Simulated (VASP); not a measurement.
# TlB (I4/mmm) in VASP: notebook

The runs below take TlB through single point, with r2SCAN.

All numbers are computed with VASP 6.6.1; they aren't measurements. Logs are shortened: lines on timing, memory, paths and dates and some standing lists are left out, and cuts for length are marked.

### 1 The cell of the first run

It takes space group I4/mmm (No. 139, tetragonal). The conventional cell has a = 4.275 Å, b = 4.275 Å, c = 4.686 Å, α = 90.00°, β = 90.00°, γ = 90.00°. Tl (site symmetry 4/mmm) has 6 B at 2.34 to 3.02 Å within 3.1 Å. Within 3.1 Å of B (site symmetry 4/mmm) lie 6 Tl at 2.34 to 3.02 Å.

### 2 Single point, r2SCAN

Contents of POSCAR:

```
TlB
1.0
   -2.1374878100      2.1374878100      2.3428653300
    2.1374878100     -2.1374878100      2.3428653300
    2.1374878100      2.1374878100     -2.3428653300
Tl B
1 1
Direct
    0.5000000000      0.5000000000      0.0000000000
    0.0000000000      0.0000000000      0.0000000000
```

Contents of INCAR.step1:

```
SYSTEM = TlB
ALGO = Normal ; EDIFF = 1E-5
ENCUT = 550 ; GGA = PE
GGA_COMPAT = .False. ; ISMEAR = -1
LASPH = .True. ; LCHARG = .False.
LREAL = .False. ; LWAVE = .True.
NBANDS = 15 ; NELM = 120
PREC = Accurate ; SIGMA = 0.05
```

Contents of INCAR.step2:

```
SYSTEM = TlB
ALGO = Normal ; EDIFF = 1E-6
ENCUT = 550 ; GGA_COMPAT = .False.
ISIF = 2 ; ISMEAR = -1
ISTART = 1 ; LASPH = .True.
LCHARG = .False. ; LMIXTAU = .True.
LREAL = .False. ; LWAVE = .False.
METAGGA = R2SCAN ; NBANDS = 15
NELM = 120 ; PREC = Accurate
SIGMA = 0.05
```

Contents of KPOINTS:

```
k-points
0
Gamma
  7 7 7
  0 0 0
```

Potentials or basis: VASP PAW PBE potentials, release 64 (Tl_d, B).

On the command line:

```
$ cat potpaw_PBE.64/Tl_d/POTCAR potpaw_PBE.64/B/POTCAR > POTCAR
$ cp INCAR.step1 INCAR
$ mpirun -np 1 vasp_std > vasp.out
$ cp INCAR.step2 INCAR
$ mpirun -np 1 vasp_std > vasp.out
```

OUTCAR:

```text
SYSTEM = TlB
   EDIFF = 1E-6
   ENCUT = 550
   ISIF = 2
   ISMEAR = -1
   ISTART = 1
   LASPH = .True.
   LREAL = .False.
   METAGGA = R2SCAN
   NELM = 120
   PREC = Accurate

 ion  position               nearest neighbor table
   1  0.500  0.500  0.000-   2 2.34   2 2.34   2 3.02   2 3.02   2 3.02   2 3.02
   2  0.000  0.000  0.000-   1 2.34   1 2.34   1 3.02   1 3.02   1 3.02   1 3.02

  LATTYP: Found a body centered tetragonal cell.
 ALAT       =     4.2749756200
 C/A-ratio  =     1.0960835982

  Lattice vectors:

 A1 = (  -2.1374878100,   2.1374878100,   2.3428653300)
 A2 = (   2.1374878100,  -2.1374878100,   2.3428653300)
 A3 = (   2.1374878100,   2.1374878100,  -2.3428653300)

Analysis of symmetry for initial positions (statically):
=====================================================================
 Subroutine PRICEL returns:
 Original cell was already a primitive cell.

 Routine SETGRP: Setting up the symmetry group for a
 body centered tetragonal supercell.

 Subroutine GETGRP returns: Found 16 space group operations
 (whereof 16 operations were pure point group operations)
 out of a pool of 16 trial point group operations.

The static configuration has the point symmetry D_4h.

Analysis of symmetry for dynamics (positions and initial velocities):
=====================================================================
 Subroutine PRICEL returns:
 Original cell was already a primitive cell.

 Routine SETGRP: Setting up the symmetry group for a
 body centered tetragonal supercell.

 Subroutine GETGRP returns: Found 16 space group operations
 (whereof 16 operations were pure point group operations)
 out of a pool of 16 trial point group operations.

The dynamic configuration has the point symmetry D_4h.

 Subroutine INISYM returns: Found 16 space group operations
 (whereof 16 operations are pure point group operations),
 and found     1 'primitive' translations

----------------------------------------------------------------------------------------

                                     Primitive cell

  volume of cell :      42.8168

  direct lattice vectors                    reciprocal lattice vectors
    -2.137487810  2.137487810  2.342865330     0.000000000  0.233919463  0.213413888
     2.137487810 -2.137487810  2.342865330     0.233919463  0.000000000  0.213413888
     2.137487810  2.137487810 -2.342865330     0.233919463  0.233919463  0.000000000

  length of vectors
     3.824490323  3.824490323  3.824490323     0.316644600  0.316644600  0.330812077

  position of ions in fractional coordinates (direct lattice)
     0.500000000  0.500000000  0.000000000
     0.000000000  0.000000000  0.000000000

  ion indices of the primitive-cell ions
   primitive index   ion index
                 1           1
                 2           2

----------------------------------------------------------------------------------------

 KPOINTS: k-points

Automatic generation of k-mesh.
 Grid dimensions read from file:
 generate k-points for:    7    7    7

 Generating k-lattice:

  Cartesian coordinates                     Fractional coordinates (reciprocal lattice)
     0.000000000  0.033417066  0.030487698     0.142857143  0.000000000  0.000000000
     0.033417066  0.000000000  0.030487698     0.000000000  0.142857143  0.000000000
     0.033417066  0.033417066  0.000000000     0.000000000  0.000000000  0.142857143

  Length of vectors
     0.045234943  0.045234943  0.047258868

  Shift w.r.t. Gamma in fractional coordinates (k-lattice)
     0.000000000  0.000000000  0.000000000

 Subroutine IBZKPT returns following result:
 ===========================================

 Found     40 irreducible k-points:

 Following reciprocal coordinates:
            Coordinates               Weight
  0.000000  0.000000  0.000000      1.000000
  0.142857  0.000000  0.000000      8.000000
  0.285714 -0.000000  0.000000      8.000000
  0.428571 -0.000000  0.000000      8.000000
  0.142857  0.142857  0.000000      8.000000
  0.285714  0.142857  0.000000     16.000000
[... 16 lines left out ...]
 -0.142857  0.285714  0.142857      8.000000
 -0.428571  0.428571  0.142857      8.000000
 [... further k-points ...]
   k-points           NKPTS =     40   k-points in BZ     NKDIM =     40   number of bands    NBANDS=     15
   number of dos      NEDOS =    301   number of ions     NIONS =      2
   total plane-waves  NPLWV =  27000
   dimension x,y,z NGX =    30 NGY =   30 NGZ =   30
   dimension x,y,z NGXF=    60 NGYF=   60 NGZF=   60
   ions per type =               1   1
   NGX,Y,Z   is equivalent  to a cutoff of  13.04, 13.04, 13.04 a.u.
   NGXF,Y,Z  is equivalent  to a cutoff of  26.08, 26.08, 26.08 a.u.
 SYSTEM =  TlB
   PREC   = accura    normal or accurate (medium, high low for compatibility)
   ISTART =      1    job   : 0-new  1-cont  2-samecut
   ICHARG =      0    charge: 1-file 2-atom 10-const
   ISPIN  =      1    spin polarized calculation?
   LNONCOLLINEAR =      F non collinear calculations
   LSORBIT =      F    spin-orbit coupling
   LASPH  =      T    aspherical Exc in radial PAW
   ENCUT  =  550.0 eV  40.42 Ry    6.36 a.u.   7.31  7.31  7.31*2*pi/ulx,y,z
   NELM   =    120;   NELMIN=  2; NELMDL=  0     # of ELM steps
   EDIFF  = 0.1E-05   stopping-criterion for ELM
   LREAL  =      F    real-space projection
   EDIFFG = 0.1E-04   stopping-criterion for IOM
   NSW    =      0    number of steps for IOM
   IBRION =     -1    ionic relax: 0-MD 1-quasi-New 2-CG
   NFREE  =      0    steps in history (QN), initial steepest desc. (CG)
   ISIF   =      2    stress and relaxation
   ISYM   =      2    0-nonsym 1-usesym 2-fastsym
   POTIM  = 0.5000    time-step for ionic-motion
   TEBEG  =    0.0;   TEEND  =   0.0 temperature during run
   PSTRESS=    0.0 pullay stress
   NELECT =      16.0000    total number of electrons
   NUPDOWN=      -1.0000    fix difference up-down
   EMIN   =  10.00;   EMAX   =-10.00  energy-range for DOS
   EFERMI =   0.00;   METHOD = LEGACY
   ISMEAR =    -1;   SIGMA  =   0.05  broadening in eV -4-tet -1-fermi 0-gaus
   EFERMI_NEDOS =   21; number of points for ismear=-14 and -15
   IALGO  =     38    algorithm
   IMIX   =      4    mixing-type and parameters
     AMIX     =   0.40;   BMIX     =  1.00
     AMIX_MAG =   1.60;   BMIX_MAG =  1.00
  volume/ion in A,a.u.               =      21.41       144.47
  Fermi-wavevector in a.u.,A,eV,Ry     =   1.179171  2.228309 18.918128  1.390443
  Thomas-Fermi vector in A             =   2.315486
   LORBIT       =      0    0 simple, 1 ext, 2 COOP (PROOUT), +10 PAW based schemes
   METAGGA = R2SCAN    functional components
   LHFCALC =     F    Hartree Fock is set to
   AEXX    =    0.0000 exact exchange contribution
   IVDW    =     0    specifies the selected vdW correction
   LEPSILON=     F    determine dielectric tensor
   LRPA    =     F    only Hartree local field effects (RPA)
 non-spin polarized calculation
  energy-cutoff  :      550.00
  volume of cell :       42.82
 maximum number of plane-waves:      1277
 NGX is ok and might be reduce to    30
   NGX = 15   NGY = 15   NGZ = 15

 number of electron      15.9999996 magnetization

 Free energy of the ion-electron system (eV)
  ---------------------------------------------------
  ext. energy  EPLUGINS =         0.00000000
  ---------------------------------------------------
  free energy    TOTEN  =       -57.24079442 eV

  energy without entropy =      -57.23032381  energy(sigma->0) =      -57.23555912

 E-fermi :   4.7133     XC(G=0): -10.4404

 val. band max:        4.6186457352   @ k =  -0.4286  -0.4286   0.1429
 cond. band min:       4.7468143031   @ k =  -0.4286   0.1429  -0.0000
 fundamental gap:      0.1281685679
 Fermi energy:         4.7132755728

 k-point     1 :       0.0000    0.0000    0.0000
  band No.  band energies     occupation
      1      -7.6502      2.00000
      2      -7.2276      2.00000
      3      -7.2276      2.00000
      4      -7.1761      2.00000
      5      -7.0351      2.00000
      6      -5.8102      2.00000
      7       4.2461      1.99983
      8       6.3958      0.00000
      9       6.3958      0.00000
     10       7.0963      0.00000
     11      12.2436      0.00000
     12      12.2436      0.00000
     13      15.6877      0.00000
     14      15.7185      0.00000
     15      15.7185      0.00000

 k-point     2 :       0.1429    0.0000    0.0000
  band No.  band energies     occupation
      1      -7.6071      2.00000
      2      -7.2299      2.00000
      3      -7.2195      2.00000
      4      -7.1465      2.00000
      5      -7.0403      2.00000
      6      -5.5771      2.00000
      7       3.1376      2.00000
      8       6.1046      0.00000
      9       6.3564      0.00000
     10       8.3699      0.00000
     11      10.7578      0.00000
     12      11.1638      0.00000
     13      14.5709      0.00000
     14      16.0985      0.00000
     15      16.4970      0.00000

 k-point     3 :       0.2857   -0.0000    0.0000
  band No.  band energies     occupation
      1      -7.5544      2.00000
      2      -7.2734      2.00000
      3      -7.2244      2.00000
      4      -7.0404      2.00000
      5      -7.0380      2.00000
      6      -4.7692      2.00000
      7       0.9480      2.00000
      8       6.2780      0.00000
      9       6.3064      0.00000
     10       8.9638      0.00000
     11       9.6785      0.00000
     12       9.9465      0.00000
     13      14.6469      0.00000
     14      15.7993      0.00000
     15      18.1229      0.00000
[... 343 lines left out ...]
 k-point    23 :      -0.1429    0.2857    0.1429
  band No.  band energies     occupation
      1      -7.6894      2.00000
      2      -7.2174      2.00000
      3      -7.1820      2.00000
      4      -7.0526      2.00000
      5      -7.0467      2.00000
      6      -4.2830      2.00000
      7       1.4872      2.00000
      8       5.1186      0.00060
      9       5.7060      0.00000
     10       7.0421      0.00000
     11      10.0383      0.00000
     12      10.2758      0.00000
     13      14.1554      0.00000
     14      17.3042      0.00000
     15      18.0989      0.00000

 k-point    24 :      -0.4286    0.4286    0.1429
  band No.  band energies     occupation
      1      -7.8549      2.00000
      2      -7.2389      2.00000
      3      -7.0993      2.00000
      4      -7.0469      2.00000
      5      -6.9493      2.00000
      6      -2.8807      2.00000
      7       1.6442      2.00000
      8       2.6328      2.00000
      9       3.3456      2.00000
     10       6.9324      0.00000
     11      10.6776      0.00000
     12      13.0235      0.00000
     13      13.0702      0.00000
     14      17.3751      0.00000
     15      17.8472      0.00000

 [... further k-points ...]

------------------------ aborting loop because EDIFF is reached ----------------------------------------

  FORCE on cell =-STRESS in cart. coord.  units (eV):
  Direction    XX          YY          ZZ          XY          YZ          ZX
  --------------------------------------------------------------------------------------
  -------------------------------------------------------------------------------------
  Total       -1.5987448     -1.5987448     -1.3123425      0.0000000     -0.0000000      0.0000000
  in kB      -59.8239540    -59.8239540    -49.1069746      0.0000000     -0.0000000      0.0000000
  external PRESSURE =     -56.2516276 kB  Pullay stress =       0.0000000 kB

 VOLUME and BASIS-vectors are now :
 -----------------------------------------------------------------------------
  energy-cutoff  :      550.00
  volume of cell :       42.82
      direct lattice vectors                 reciprocal lattice vectors
    -2.137487810  2.137487810  2.342865330     0.000000000  0.233919463  0.213413888
     2.137487810 -2.137487810  2.342865330     0.233919463  0.000000000  0.213413888
     2.137487810  2.137487810 -2.342865330     0.233919463  0.233919463  0.000000000

 POSITION                                       TOTAL-FORCE (eV/Angst)
 -----------------------------------------------------------------------------------
      0.00000      0.00000      2.34287         0.000000      0.000000      0.000000
      0.00000      0.00000      0.00000        -0.000000     -0.000000     -0.000000
 -----------------------------------------------------------------------------------
    total drift:                                0.000000     -0.000000      0.000000

  FREE ENERGIE OF THE ION-ELECTRON SYSTEM (eV)
  ---------------------------------------------------
  free  energy   TOTEN  =       -57.2407944236 eV

  energy  without entropy=      -57.2303238079  energy(sigma->0) =      -57.23555912
```

It took 77 s on 1 thread of Intel Xeon Platinum 8259CL at 2.50GHz (Skylake/Cascade Lake), shared host; peak memory 0.18 GiB.

What came out:

```
Free energy            : -57.2408 eV
Pressure               : -5.6 GPa
Band gap on the k mesh : zero (bands 8 and 9 overlap by 3.92 eV)
```

Caveat: the cell stands under tension; the PAW data sets were made with another functional, which shifts forces and pressure a little; spin-orbit coupling is left out, which moves the levels of the heavy elements.

### 3 Single point, r2SCAN, non-collinear spin, zero start, spin-orbit coupling

POSCAR is that of step 2.

Contents of INCAR.step1:

```
SYSTEM = TlB
  ALGO = Normal
  EDIFF = 1E-5
  ENCUT = 550
  GGA = PE
  GGA_COMPAT = .FALSE.
  ISMEAR = -1
  LASPH = .TRUE.
  LCHARG = .FALSE.
  LNONCOLLINEAR = .TRUE.
  LREAL = .FALSE.
  LSORBIT = .TRUE.
  LWAVE = .TRUE.
  MAGMOM = 0 0 0 0 0 0
  NBANDS = 28
  NELM = 200
  PREC = Accurate
  SIGMA = 0.05
```

Contents of INCAR.step2:

```
SYSTEM = TlB
  ALGO = Normal
  EDIFF = 1E-6
  ENCUT = 550
  GGA_COMPAT = .FALSE.
  ISIF = 2
  ISMEAR = -1
  ISTART = 1
  LASPH = .TRUE.
  LCHARG = .TRUE.
  LMIXTAU = .TRUE.
  LNONCOLLINEAR = .TRUE.
  LORBIT = 11
  LORBMOM = .TRUE.
  LREAL = .FALSE.
  LSORBIT = .TRUE.
  LVHAR = .TRUE.
  LWAVE = .FALSE.
  MAGMOM = 0 0 0 0 0 0
  METAGGA = R2SCAN
  NBANDS = 28
  NELM = 200
  PREC = Accurate
  SIGMA = 0.05
```

Contents of KPOINTS:

```
k-points
0
G
  7 7 7
  0 0 0
```

Potentials or basis: VASP PAW PBE potentials, release 64 (Tl_d, B).

On the command line:

```
$ cat potpaw_PBE.64/Tl_d/POTCAR potpaw_PBE.64/B/POTCAR > POTCAR
$ cp INCAR.step1 INCAR
$ mpirun -np 1 vasp_ncl > vasp.out
$ cp INCAR.step2 INCAR
$ mpirun -np 1 vasp_ncl > vasp.out
```

OUTCAR:

```text
SYSTEM = TlB
   EDIFF = 1E-6
   ENCUT = 550
   ISIF = 2
   ISMEAR = -1
   ISTART = 1
   LASPH = .TRUE.
   LNONCOLLINEAR = .TRUE.
   LORBIT = 11
   LREAL = .FALSE.
   LSORBIT = .TRUE.
   METAGGA = R2SCAN
   NELM = 200
   PREC = Accurate

 ion  position               nearest neighbor table
   1  0.500  0.500  0.000-   2 2.34   2 2.34   2 3.02   2 3.02   2 3.02   2 3.02
   2  0.000  0.000  0.000-   1 2.34   1 2.34   1 3.02   1 3.02   1 3.02   1 3.02

  LATTYP: Found a body centered tetragonal cell.
 ALAT       =     4.2749756200
 C/A-ratio  =     1.0960835982

  Lattice vectors:

 A1 = (  -2.1374878100,   2.1374878100,   2.3428653300)
 A2 = (   2.1374878100,  -2.1374878100,   2.3428653300)
 A3 = (   2.1374878100,   2.1374878100,  -2.3428653300)

Analysis of symmetry for initial positions (statically):
[... 1036 lines left out ...]
     0.0000000     0.0000000     0.0000000     0.0000000     0.0000000     0.0000000     0.0000000
     0.0000000     0.0000000     0.0000000     0.0000000     0.0000000     0.0000000     0.0000000
     0.0000000     0.0000000     0.0000000     0.0000000     0.0000000     0.0000000     0.0000000
     0.0000000     0.0000000     0.0000000     0.0000000     0.0000000     0.0000000     0.0000000
     0.0000000     0.0000000     0.0000000     0.0000000     0.0000000     0.0000000     0.0000000

 total charge

# of ion       s       p       d       tot
------------------------------------------
    1        1.056   0.562   9.630  11.248
    2        0.793   0.701   0.000   1.493
--------------------------------------------------
tot          1.849   1.262   9.630  12.742

 magnetization (x)

# of ion       s       p       d       tot
------------------------------------------
    1        0.000  -0.000  -0.000   0.000
    2        0.000   0.000   0.000   0.000
--------------------------------------------------
tot          0.000  -0.000  -0.000   0.000

 magnetization (y)

# of ion       s       p       d       tot
------------------------------------------
    1        0.000   0.000   0.000   0.000
    2        0.000   0.000   0.000   0.000
--------------------------------------------------
tot          0.000   0.000   0.000   0.000

 magnetization (z)

# of ion       s       p       d       tot
------------------------------------------
    1        0.000   0.000   0.000   0.000
    2        0.000   0.000   0.000   0.000
--------------------------------------------------
tot          0.000   0.000   0.000   0.000
```

OUTCAR.step1:

```text
SYSTEM = TlB
   EDIFF = 1E-5
   ENCUT = 550
   GGA = PE
   ISMEAR = -1
[... 1032 lines left out ...]
     0.0000000     0.0000000     0.0000000     0.0000000     0.0000000     0.0000000     0.0000000
     0.0000000     0.0000000     0.0000000     0.0000000     0.0000000     0.0000000     0.0000000
     0.0000000     0.0000000     0.0000000     0.0000000     0.0000000     0.0000000     0.0000000
     0.0000000     0.0000000     0.0000000     0.0000000     0.0000000     0.0000000     0.0000000
     0.0000000     0.0000000     0.0000000     0.0000000     0.0000000     0.0000000     0.0000000
     0.0000000     0.0000000     0.0000000     0.0000000     0.0000000     0.0000000     0.0000000

=======================================================================

 ========================================================
```

OSZICAR.step1:

```text
N       E                     dE             d eps       ncg     rms          rms(c)
DAV:   1     0.780196708781E+02    0.78020E+02   -0.82142E+03  2240   0.110E+03
DAV:   2    -0.397145930960E+01   -0.81991E+02   -0.78845E+02  2668   0.253E+02
DAV:   3    -0.623511624881E+01   -0.22637E+01   -0.22332E+01  2644   0.358E+01
DAV:   4    -0.625038975733E+01   -0.15274E-01   -0.15266E-01  2408   0.312E+00
DAV:   5    -0.625061835300E+01   -0.22860E-03   -0.22859E-03  2464   0.390E-01    0.607E+00
DAV:   6    -0.598996972122E+01    0.26065E+00   -0.35417E-01  2316   0.632E+00    0.402E+00
DAV:   7    -0.597830846792E+01    0.11661E-01   -0.10626E-01  2408   0.236E+00    0.193E+00
DAV:   8    -0.597638353838E+01    0.19249E-02   -0.73824E-03  2344   0.779E-01    0.629E-01
DAV:   9    -0.597639285454E+01   -0.93162E-05   -0.39411E-04  2412   0.156E-01    0.660E-02
DAV:  10    -0.597636898928E+01    0.23865E-04   -0.29143E-04  2320   0.165E-01    0.349E-02
DAV:  11    -0.597637210965E+01   -0.31204E-05   -0.28231E-05  2260   0.429E-02
   1 F= -.59763721E+01 E0= -.59709029E+01  d E =-.109383E-01  mag=    -0.0000     0.0000    -0.0000
```

Wall time 9.5 min (1 thread of Intel Xeon Platinum 8259CL at 2.50GHz (Skylake/Cascade Lake), shared host); peak memory 0.37 GiB.

What came out:

| Quantity | Value |
| --- | --- |
| Free energy | -57.5321 eV |
| Pressure | -6.2 GPa |
| Net moment | 0.00 μB per cell |
| Valence electrons inside the program's atomic spheres | Tl 11.25; B 1.49 |

Moments on the atoms (μB; x, y, z):
```
Tl  0.00 0.00 0.00
B   0.00 0.00 0.00
```

Caveat: the cell stands under tension; the PAW data sets were made with another functional, which shifts forces and pressure a little.

The gap in the log of VASP goes by the Fermi energy; the results here count the filled bands.